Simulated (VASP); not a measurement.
A run of VASP 6.6.1 is set up as follows.

The input INCAR:

```
SYSTEM = KTaO3
PREC = Accurate
ENCUT = 520
EDIFF = 1E-7
ISMEAR = 0
SIGMA = 0.05
LREAL = .FALSE.
LASPH = .TRUE.
NELM = 60
ALGO = Normal
ISIF = 2
LWAVE = .FALSE.
LCHARG = .FALSE.
GGA = PE
NBANDS = 27
```

KPOINTS

```
regular mesh
0
G
  8 8 8
  0 0 0
```

The input POSCAR:

```
KTaO3
1.0
    4.1294137024      0.0000000000      0.0000000000
    0.0000000000      4.1294137024      0.0000000000
    0.0000000000      0.0000000000      4.1294137024
K Ta O
1 1 3
Direct
    0.5000000000      0.5000000000      0.5000000000
    0.0000000000      0.0000000000      0.0000000000
    0.5000000000      0.0000000000      0.0000000000
    0.0000000000      0.5000000000      0.0000000000
    0.0000000000      0.0000000000      0.5000000000
```

Potentials or basis: VASP PAW PBE potentials, release 64 (K_sv, Ta_pv, O).

Launch:

```bash
$ cat potpaw_PBE.64/K_sv/POTCAR potpaw_PBE.64/Ta_pv/POTCAR potpaw_PBE.64/O/POTCAR > POTCAR
$ mpirun -np 1 vasp_std > vasp.out
```

Predict the pressure.

-11.8 GPa.

What does it give for the band gap on the k mesh?

1.94 eV, indirect (least direct gap 2.58 eV).

Caveat: spin-orbit coupling is left out, which moves the levels of the heavy elements. A k mesh can miss the band edges.
